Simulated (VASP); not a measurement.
# NiO2 (P6_3/mmc) in VASP: further runs

NiO2 is run at these levels: PBEsol; tasks: single point.

Everything below comes from runs of VASP 6.6.1. Logs are shortened: lines on timing, memory, paths and dates and some standing lists are left out, and cuts for length are marked.

**1. The cell of the first run**

The structure is hexagonal, space group P6_3/mmc (No. 194). Conventional cell: a = 2.783 Å, b = 2.783 Å, c = 10.838 Å, α = 90.00°, β = 90.00°, γ = 120.00°. Ni (site symmetry -3m) has 6 O at 1.86 Å within 2.5 Å. Within 2.5 Å of O (site symmetry 3m) lie 3 Ni at 1.86 Å and 3 O at 2.46 Å.

**2. Single point, PBEsol, collinear spin, ferromagnetic start**

The input, INCAR:

```
SYSTEM = NiO2
  ALGO = Normal
  EDIFF = 1E-7
  ENCUT = 520
  GGA = PS
  ISIF = 2
  ISMEAR = -1
  ISPIN = 2
  LASPH = .TRUE.
  LCHARG = .TRUE.
  LELF = .TRUE.
  LMAXMIX = 4
  LORBIT = 11
  LREAL = .FALSE.
  LVHAR = .TRUE.
  LWAVE = .FALSE.
  MAGMOM = 1 1 0 0 0 0
  NBANDS = 35
  NELM = 150
  PREC = Accurate
  SIGMA = 0.05
```

The input, KPOINTS:

```
k-points
0
G
  10 10 3
  0 0 0
```

The input, POSCAR:

```
NiO2
1.0
    2.7834070305      0.0000000000      0.0000000000
   -1.3917035153      2.4105011975      0.0000000000
    0.0000000000      0.0000000000     10.8383444228
Ni O
2 4
Direct
    0.0000000000      0.0000000000      0.5000000000
    0.0000000000      0.0000000000      0.0000000000
    0.3333333333      0.6666666667      0.5861350072
    0.3333333333      0.6666666667      0.9138649928
    0.6666666667      0.3333333333      0.4138649928
    0.6666666667      0.3333333333      0.0861350072
```

Potentials or basis: VASP PAW PBE potentials, release 64 (Ni, O).

On the command line:

```bash
cat potpaw_PBE.64/Ni/POTCAR potpaw_PBE.64/O/POTCAR > POTCAR
mpirun -np 1 vasp_std > vasp.out
```

OUTCAR:

```text
SYSTEM = NiO2
   EDIFF = 1E-7
   ENCUT = 520
   GGA = PS
   ISIF = 2
   ISMEAR = -1
   ISPIN = 2
   LASPH = .TRUE.
   LORBIT = 11
   LREAL = .FALSE.
   NELM = 150
   PREC = Accurate

 ion  position               nearest neighbor table
   1  0.000  0.000  0.500-   3 1.86   5 1.86   5 1.86   3 1.86   5 1.86   3 1.86
   2  0.000  0.000  0.000-   4 1.86   6 1.86   6 1.86   4 1.86   6 1.86   4 1.86
   3  0.333  0.667  0.586-   1 1.86   1 1.86   1 1.86
   4  0.333  0.667  0.914-   2 1.86   2 1.86   2 1.86
   5  0.667  0.333  0.414-   1 1.86   1 1.86   1 1.86
   6  0.667  0.333  0.086-   2 1.86   2 1.86   2 1.86

  LATTYP: Found a hexagonal cell.
 ALAT       =     2.7834070305
 C/A-ratio  =     3.8939128572

  Lattice vectors:

 A1 = (   2.7834070305,   0.0000000000,   0.0000000000)
 A2 = (  -1.3917035153,   2.4105011975,   0.0000000000)
 A3 = (   0.0000000000,   0.0000000000,  10.8383444228)

Analysis of symmetry for initial positions (statically):
=====================================================================
 Subroutine PRICEL returns:
 Original cell was already a primitive cell.

 Routine SETGRP: Setting up the symmetry group for a
 hexagonal supercell.

 Subroutine GETGRP returns: Found 24 space group operations
 (whereof 12 operations were pure point group operations)
 out of a pool of 24 trial point group operations.

The static configuration has the point symmetry D_3d.
 The point group associated with its full space group is D_6h.

Analysis of symmetry for dynamics (positions and initial velocities):
=====================================================================
 Subroutine PRICEL returns:
 Original cell was already a primitive cell.

 Routine SETGRP: Setting up the symmetry group for a
 hexagonal supercell.

 Subroutine GETGRP returns: Found 24 space group operations
 (whereof 12 operations were pure point group operations)
 out of a pool of 24 trial point group operations.

The dynamic configuration has the point symmetry D_3d.
 The point group associated with its full space group is D_6h.

Analysis of structural, dynamic, and magnetic symmetry:
=====================================================================
 Subroutine PRICEL returns:
 Original cell was already a primitive cell.

 Routine SETGRP: Setting up the symmetry group for a
 hexagonal supercell.

 Subroutine GETGRP returns: Found 24 space group operations
 (whereof 12 operations were pure point group operations)
 out of a pool of 24 trial point group operations.

The overall configuration has the point symmetry D_3d.
 The point group associated with its full space group is D_6h.

 Subroutine INISYM returns: Found 24 space group operations
 (whereof 12 operations are pure point group operations),
 and found     1 'primitive' translations

----------------------------------------------------------------------------------------

                                     Primitive cell

  volume of cell :      72.7189

  direct lattice vectors                    reciprocal lattice vectors
     2.783407030  0.000000000  0.000000000     0.359271924  0.207425742  0.000000000
    -1.391703515  2.410501197  0.000000000     0.000000000  0.414851484  0.000000000
     0.000000000  0.000000000 10.838344423     0.000000000  0.000000000  0.092265014

  length of vectors
     2.783407030  2.783407031 10.838344423     0.414851484  0.414851484  0.092265014

  position of ions in fractional coordinates (direct lattice)
     0.000000000  0.000000000  0.500000000
     0.000000000  0.000000000  0.000000000
     0.333333333  0.666666667  0.586135007
     0.333333333  0.666666667  0.913864993
     0.666666667  0.333333333  0.413864993
     0.666666667  0.333333333  0.086135007

  ion indices of the primitive-cell ions
   primitive index   ion index
                 1           1
                 2           2
                 3           3
                 4           4
                 5           5
                 6           6

----------------------------------------------------------------------------------------

 KPOINTS: k-points

Automatic generation of k-mesh.
 Grid dimensions read from file:
 generate k-points for:   10   10    3

 Generating k-lattice:

  Cartesian coordinates                     Fractional coordinates (reciprocal lattice)
     0.035927192  0.020742574  0.000000000     0.100000000  0.000000000  0.000000000
     0.000000000  0.041485148  0.000000000     0.000000000  0.100000000  0.000000000
     0.000000000  0.000000000  0.030755005     0.000000000  0.000000000  0.333333333

  Length of vectors
     0.041485148  0.041485148  0.030755005

  Shift w.r.t. Gamma in fractional coordinates (k-lattice)
     0.000000000  0.000000000  0.000000000

 Subroutine IBZKPT returns following result:
 ===========================================

 Found     28 irreducible k-points:

 Following reciprocal coordinates:
            Coordinates               Weight
[... 81 lines left out ...]
 cond. band min:       2.2440505820   @ k =   0.3000   0.0000   0.0000
 fundamental gap:      1.1599498800
 Fermi energy:         1.6726921339

 spin component 1

 k-point     1 :       0.0000    0.0000    0.0000
  band No.  band energies     occupation
      1     -18.5262      1.00000
      2     -18.5115      1.00000
      3     -16.0645      1.00000
      4     -16.0351      1.00000
      5      -4.5115      1.00000
      6      -4.5115      1.00000
[... 26 lines left out ...]
     33      20.2922      0.00000
     34      20.4342      0.00000

 k-point     2 :       0.1000   -0.0000    0.0000
  band No.  band energies     occupation
      1     -18.3902      1.00000
      2     -18.3758      1.00000
      3     -16.0699      1.00000
      4     -16.0421      1.00000
      5      -4.5992      1.00000
      6      -4.5792      1.00000
[... 26 lines left out ...]
     33      19.9012      0.00000
     34      19.9517      0.00000
[... 775 lines left out ...]
     33      17.1490      0.00000
     34      17.3554      0.00000

 k-point    24 :       0.4000    0.1000    0.3333
  band No.  band energies     occupation
      1     -16.6701      1.00000
      2     -16.6642      1.00000
      3     -16.3485      1.00000
      4     -16.3422      1.00000
      5      -5.4335      1.00000
      6      -5.4180      1.00000
[... 26 lines left out ...]
     33      17.5311      0.00000
     34      17.6459      0.00000

 [... further k-points ...]

 spin component 2

 k-point     1 :       0.0000    0.0000    0.0000
  band No.  band energies     occupation
      1     -18.5262      1.00000
      2     -18.5115      1.00000
      3     -16.0645      1.00000
      4     -16.0351      1.00000
      5      -4.5115      1.00000
      6      -4.5115      1.00000
[... 26 lines left out ...]
     33      20.2922      0.00000
     34      20.4342      0.00000

 k-point     2 :       0.1000   -0.0000    0.0000
  band No.  band energies     occupation
      1     -18.3902      1.00000
      2     -18.3758      1.00000
      3     -16.0699      1.00000
      4     -16.0421      1.00000
      5      -4.5992      1.00000
      6      -4.5792      1.00000
[... 26 lines left out ...]
     33      19.9012      0.00000
     34      19.9517      0.00000
[... 775 lines left out ...]
     33      17.1490      0.00000
     34      17.3554      0.00000

 k-point    24 :       0.4000    0.1000    0.3333
  band No.  band energies     occupation
      1     -16.6701      1.00000
      2     -16.6642      1.00000
      3     -16.3485      1.00000
      4     -16.3422      1.00000
      5      -5.4335      1.00000
      6      -5.4180      1.00000
[... 26 lines left out ...]
     33      17.5311      0.00000
     34      17.6460      0.00000

 [... further k-points ...]

 [bands above 34 left out]

------------------------ aborting loop because EDIFF is reached ----------------------------------------

  FORCE on cell =-STRESS in cart. coord.  units (eV):
  Direction    XX          YY          ZZ          XY          YZ          ZX
  --------------------------------------------------------------------------------------
  -------------------------------------------------------------------------------------
  Total        0.3266465      0.3266465      0.1468738     -0.0000000      0.0000000     -0.0000000
  in kB        7.1968354      7.1968354      3.2359944     -0.0000000      0.0000000     -0.0000000
  external PRESSURE =       5.8765550 kB  Pullay stress =       0.0000000 kB

 VOLUME and BASIS-vectors are now :
 -----------------------------------------------------------------------------
  energy-cutoff  :      520.00
  volume of cell :       72.72
      direct lattice vectors                 reciprocal lattice vectors
     2.783407030  0.000000000  0.000000000     0.359271924  0.207425742  0.000000000
    -1.391703515  2.410501197  0.000000000     0.000000000  0.414851484  0.000000000
     0.000000000  0.000000000 10.838344423     0.000000000  0.000000000  0.092265014

 POSITION                                       TOTAL-FORCE (eV/Angst)
 -----------------------------------------------------------------------------------
      0.00000      0.00000      5.41917         0.000000      0.000000      0.000000
      0.00000      0.00000      0.00000         0.000000      0.000000      0.000000
     -0.00000      1.60700      6.35273        -0.000000     -0.000000      0.062546
     -0.00000      1.60700      9.90478        -0.000000     -0.000000     -0.062546
      1.39170      0.80350      4.48561         0.000000      0.000000     -0.062546
      1.39170      0.80350      0.93356         0.000000      0.000000      0.062546
 -----------------------------------------------------------------------------------
    total drift:                                0.000000     -0.000000      0.000000

  FREE ENERGIE OF THE ION-ELECTRON SYSTEM (eV)
  ---------------------------------------------------
  free  energy   TOTEN  =       -37.5161089995 eV

  energy  without entropy=      -37.5161071139  energy(sigma->0) =      -37.51610806

 total charge

# of ion       s       p       d       tot
------------------------------------------
    1        0.527   0.851   8.240   9.618
    2        0.527   0.851   8.240   9.618
    3        1.588   3.321   0.000   4.909
    4        1.588   3.321   0.000   4.909
    5        1.588   3.321   0.000   4.909
    6        1.588   3.321   0.000   4.909
--------------------------------------------------
tot          7.406  14.987  16.481  38.873

 magnetization (x)

# of ion       s       p       d       tot
------------------------------------------
    1        0.000   0.000   0.000   0.000
    2        0.000   0.000   0.000   0.000
    3       -0.000  -0.000   0.000  -0.000
    4       -0.000  -0.000   0.000  -0.000
    5       -0.000  -0.000   0.000  -0.000
    6       -0.000  -0.000   0.000  -0.000
--------------------------------------------------
tot          0.000  -0.000   0.000  -0.000
```

Wall time 2.8 min (1 thread of Intel Xeon Platinum 8259CL at 2.50GHz (Skylake/Cascade Lake), shared host); peak memory 0.3 GiB.

What came out:

| Quantity | Value |
| --- | --- |
| Free energy | -37.5161 eV |
| Pressure | 0.6 GPa |
| Largest force | 0.063 eV/Å |
| Band gap on the k mesh | 1.16 eV, indirect (least direct gap 1.42 eV) |
| Net moment | 0.00 μB per cell |
| Valence electrons inside the program's atomic spheres | Ni 9.62; O 4.91 |

Forces on the atoms (eV/Å):
```
Ni   0.000  0.000  0.000
Ni   0.000  0.000  0.000
O    0.000  0.000  0.063
O    0.000  0.000 -0.063
O    0.000  0.000 -0.063
O    0.000  0.000  0.063
```

Stress tensor (GPa, compression positive):
```
0.72 0.00 0.00
0.00 0.72 0.00
0.00 0.00 0.32
```

Levels at points of the mesh, in eV from the valence-band top:
Spin up:
| k point | band 20 | band 21 | band 22 | band 23 | band 24 | band 25 |
| --- | --- | --- | --- | --- | --- | --- |
| (0.00, 0.00, 0.00) | -1.01 | -0.22 | -0.08 | 2.37 | 2.37 | 2.37 |
| (0.50, 0.00, 0.00) | -1.61 | -1.00 | -0.97 | 1.64 | 1.76 | 2.25 |
Spin down:
```
           k point  band 19  band 20  band 21  band 22  band 23  band 24  band 25  band 26
(0.00, 0.00, 0.00)    -1.01    -1.01    -0.22    -0.08     2.37     2.37     2.37     2.37
(0.50, 0.00, 0.00)    -1.63    -1.61    -1.00    -0.97     1.64     1.76     2.25     2.26
```

Caveat: the PAW data sets were made with another functional, which shifts forces and pressure a little.

**3. Single point, PBEsol, collinear spin, ferromagnetic start**

This run uses another cell than the first one, of 12.92 Å³/atom, 1.066 times its volume.

The input, INCAR:

```
ALGO = Normal ; EDIFF = 1E-6
ENCUT = 520 ; GGA = PS
ISIF = 2 ; ISMEAR = -1
ISPIN = 2 ; LASPH = True
LCHARG = False ; LMAXMIX = 4
LORBIT = 11 ; LREAL = False
LWAVE = False ; MAGMOM = 1 1 0 0 0 0
NBANDS = 35 ; NELM = 150
PREC = Accurate ; SIGMA = 0.05
```

The input, KPOINTS:

```
k-points
0
Gamma
  10 10 3
```

The input, POSCAR:

```
NiO2
1.0
    2.9121517351      0.0000000000      0.0000000000
   -1.4560758676      2.5219973823      0.0000000000
    0.0000000000      0.0000000000     10.5552700000
Ni O
2 4
Direct
    0.0000000000      0.0000000000      0.5000000000
    0.0000000000      0.0000000000      0.0000000000
    0.3333333333      0.6666666667      0.5890790000
    0.3333333333      0.6666666667      0.9109210000
    0.6666666667      0.3333333333      0.4109210000
    0.6666666667      0.3333333333      0.0890790000
```

Potentials or basis: VASP PAW PBE potentials, release 64 (Ni, O).

On the command line:

```bash
cat potpaw_PBE.64/Ni/POTCAR potpaw_PBE.64/O/POTCAR > POTCAR
mpirun -np 1 vasp_std > vasp.out
```

Run time: 2 min. Hardware: 1 thread of Intel Xeon Platinum 8259CL at 2.50GHz (Skylake/Cascade Lake), shared host; peak memory 0.29 GiB.

It converged, with:

```yaml
Free_energy: -37.1078 eV
Pressure: -15.0 GPa
Largest_force: 0.988 eV/Å
Band_gap_on_the_k_mesh: 0.90 eV, indirect (least direct gap 1.19 eV)
Net_moment: 0.00 μB per cell
Valence_electrons_inside_the_program's_atomic_spheres: Ni 9.30; O 4.85
```

Forces on the atoms (eV/Å):
```
Ni   0.000  0.000  0.000
Ni   0.000  0.000  0.000
O    0.000  0.000 -0.988
O    0.000  0.000  0.988
O    0.000  0.000  0.988
O    0.000  0.000 -0.988
```

Stress tensor (GPa, compression positive):
```
-18.40   0.00   0.00
  0.00 -18.40   0.00
  0.00   0.00  -8.06
```

Levels at points of the mesh, in eV from the valence-band top:
Spin up:
```tsv
k point	band 18	band 19	band 20	band 21	band 22	band 23	band 24	band 25	band 26	band 27
(0.00, 0.00, 0.00)	-0.96	-0.96	-0.81	-0.21	-0.07	2.01	2.01	2.02	2.02	6.84
(0.50, 0.00, 0.00)	-1.45	-1.44	-1.36	-0.96	-0.92	1.27	1.43	1.93	1.95	11.33
```
Spin down:
| k point | band 18 | band 19 | band 20 | band 21 | band 22 | band 23 | band 24 | band 25 | band 26 | band 27 |
| --- | --- | --- | --- | --- | --- | --- | --- | --- | --- | --- |
| (0.00, 0.00, 0.00) | -0.96 | -0.96 | -0.81 | -0.21 | -0.07 | 2.01 | 2.01 | 2.02 | 2.02 | 6.84 |
| (0.50, 0.00, 0.00) | -1.45 | -1.44 | -1.36 | -0.96 | -0.92 | 1.27 | 1.43 | 1.93 | 1.95 | 11.33 |

Caveat: the PAW data sets were made with another functional, which shifts forces and pressure a little.

**4. Single point, PBEsol, collinear spin, ferromagnetic start**

This run uses another cell than the first one, of 12.92 Å³/atom, 1.066 times its volume.

The input, INCAR:

```
ALGO = Normal ; EDIFF = 1E-6
ENCUT = 600 ; GGA = PS
GGA_COMPAT = False ; ISIF = 2
ISMEAR = -1 ; ISPIN = 2
LASPH = True ; LCHARG = False
LMAXMIX = 4 ; LORBIT = 11
LREAL = False ; LWAVE = False
MAGMOM = 1 1 0 0 0 0 ; NBANDS = 43
NELM = 200 ; PREC = Accurate
SIGMA = 0.05
```

KPOINTS is that of step 3.

POSCAR is that of step 3.

Potentials or basis: VASP PAW PBE potentials, release 64 (Ni_sv_GW, O).

On the command line:

```bash
cat potpaw_PBE.64/Ni_sv_GW/POTCAR potpaw_PBE.64/O/POTCAR > POTCAR
mpirun -np 1 vasp_std > vasp.out
```

Wall time 4 min (1 thread of Intel Xeon Platinum 8375C at 2.90GHz (Ice Lake), shared host); peak memory 0.36 GiB.

Results (log left out):

- Free energy: -39.1377 eV
- Pressure: -16.1 GPa
- Largest force: 1.006 eV/Å
- Band gap on the k mesh: 0.91 eV, indirect (least direct gap 1.20 eV)
- Net moment: 0.00 μB per cell
- Valence electrons inside the program's atomic spheres: Ni 16.25; O 4.85

Forces on the atoms (eV/Å):
```
Ni   0.000  0.000  0.000
Ni   0.000  0.000  0.000
O    0.000  0.000 -1.006
O    0.000  0.000  1.006
O    0.000  0.000  1.006
O    0.000  0.000 -1.006
```

Stress tensor (GPa, compression positive):
```
-19.61   0.00   0.00
  0.00 -19.61   0.00
  0.00   0.00  -9.17
```

Levels at points of the mesh, in eV from the valence-band top:
Spin up:
| k point | band 26 | band 27 | band 28 | band 29 | band 30 | band 31 | band 32 | band 33 | band 34 | band 35 |
| --- | --- | --- | --- | --- | --- | --- | --- | --- | --- | --- |
| (0.00, 0.00, 0.00) | -1.03 | -1.03 | -0.87 | -0.20 | -0.07 | 2.03 | 2.03 | 2.04 | 2.04 | 6.77 |
| (0.50, 0.00, 0.00) | -1.44 | -1.43 | -1.41 | -0.95 | -0.92 | 1.28 | 1.44 | 1.94 | 1.96 | 11.24 |
Spin down:
| k point | band 26 | band 27 | band 28 | band 29 | band 30 | band 31 | band 32 | band 33 | band 34 | band 35 |
| --- | --- | --- | --- | --- | --- | --- | --- | --- | --- | --- |
| (0.00, 0.00, 0.00) | -1.03 | -1.03 | -0.87 | -0.20 | -0.07 | 2.03 | 2.03 | 2.04 | 2.04 | 6.77 |
| (0.50, 0.00, 0.00) | -1.44 | -1.43 | -1.41 | -0.95 | -0.92 | 1.28 | 1.44 | 1.94 | 1.96 | 11.24 |

Caveat: the PAW data sets were made with another functional, which shifts forces and pressure a little. A k mesh can miss the band edges.

**5. Overview**

```tsv
potentials or basis	cell	cutoff (eV)	second run	gap on the mesh (eV)	pressure (GPa)	moment (μB)	largest force (eV/Å)
VASP PAW PBE potentials, release 64 (Ni, O)	a = 2.783, b = 2.783, c = 10.838 Å, angles 90.0, 90.0, 120.0°, 6 atoms	520	-	1.16	0.6	0.00	0.06
VASP PAW PBE potentials, release 64 (Ni, O)	a = 2.912, b = 2.912, c = 10.555 Å, angles 90.0, 90.0, 120.0°, 6 atoms	520	-	0.90	-15.0	0.00	0.99
VASP PAW PBE potentials, release 64 (Ni_sv_GW, O)	a = 2.912, b = 2.912, c = 10.555 Å, angles 90.0, 90.0, 120.0°, 6 atoms	600	valence_matched	0.91	-16.1	0.00	1.01
```

Alike in all rows: task single point; level PBEsol; spin collinear, ferromagnetic start; k mesh 10 × 10 × 3; smearing fermi-dirac 0.05 eV.

Caveats: the PAW data sets were made with another functional, which shifts forces and pressure a little.

Total energies depend on the potentials used, so only differences within one code and one set of settings carry meaning.
